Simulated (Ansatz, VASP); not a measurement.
# Zn: VASP beside Ansatz

INCAR

```
SYSTEM = Zn
ALGO     = Fast           ! electronic algorithm
EDIFF    = 1E-6           ! SCF threshold, eV
ENCUT    = 520            ! plane-wave cutoff, eV
GGA      = PS             ! functional
ISIF     = 2              ! what is computed and relaxed
ISMEAR   = 0              ! smearing method
LASPH    = .True.         ! aspherical terms in the spheres
LCHARG   = .True.         ! write CHGCAR
LELF     = .True.         ! ELF
LREAL    = .False.        ! projectors in reciprocal space
LVHAR    = .True.       
LWAVE    = .False.        ! write WAVECAR
NBANDS   = 19             ! bands
NELM     = 80             ! most SCF steps
PREC     = Accurate       ! precision mode
SIGMA    = 0.15           ! smearing width, eV
```

The input KPOINTS:

```
k-points
0
Gamma
  24 24 10
  0 0 0
```

The input POSCAR:

```
Zn
1.0
    2.7447419948      0.0000000000      0.0000000000
   -1.3723709974      2.3770162943      0.0000000000
    0.0000000000      0.0000000000      4.9467000000
Zn
2
Direct
    0.3333333333      0.6666666667      0.2500000000
    0.6666666667      0.3333333333      0.7500000000
```

Input for Ansatz:

```yaml
crystal:
  lattice:
    - [2.7447419948, 0.0, 0.0]
    - [-1.3723709974, 2.3770162943, 0.0]
    - [0.0, 0.0, 4.9467]
  atoms:
    - { symbol: Zn, position: [0.3333333333, 0.6666666667, 0.25] }
    - { symbol: Zn, position: [0.6666666667, 0.3333333333, 0.75] }
basis:
  ecutwfc: 420
kpoints:
  mp_grid: { grid: [24, 24, 10] }
hamiltonian:
  xc: pbesol
scf:
  occupations: { method: gaussian, width: 0.15 }
output:
  forces: true
  stress: true
  eigenvalues: true
```

Change from the starting cell: strain +0.0300 x Voigt [1, 1, 0, 0, 0, 0], atoms carried along.

Alike in both runs: task single point; functional PBEsol; k mesh 24 × 24 × 10; occupations gaussian, width 0.15 eV; no spin polarisation.

|  | VASP | Ansatz |
| --- | --- | --- |
| version | VASP 6.6.1 | Ansatz 0.2.0 |
| potentials or method | VASP PAW PBE potentials, release 64 (Zn), cutoff 520 eV | scalar-relativistic, plane waves, PAW |
| valence electrons in the cell | 24 | 24 |

Ansatz gave:

| Item | Value |
| --- | --- |
| gap on the k mesh at the Fermi level (eV) | none |
| pressure (GPa) | -8.7 |
| traceless stress, the component that is largest in VASP (GPa) | 2.10 |

Question: Estimate VASP's values.

Answer: gap on the k mesh at the Fermi level (eV): none; pressure (GPa): -8.3; traceless stress, the component that is largest in VASP (GPa): 2.00.

VASP's potentials were made for PBE, not for PBEsol. A gap of «none» marks a metal or a gap that the smearing closes.
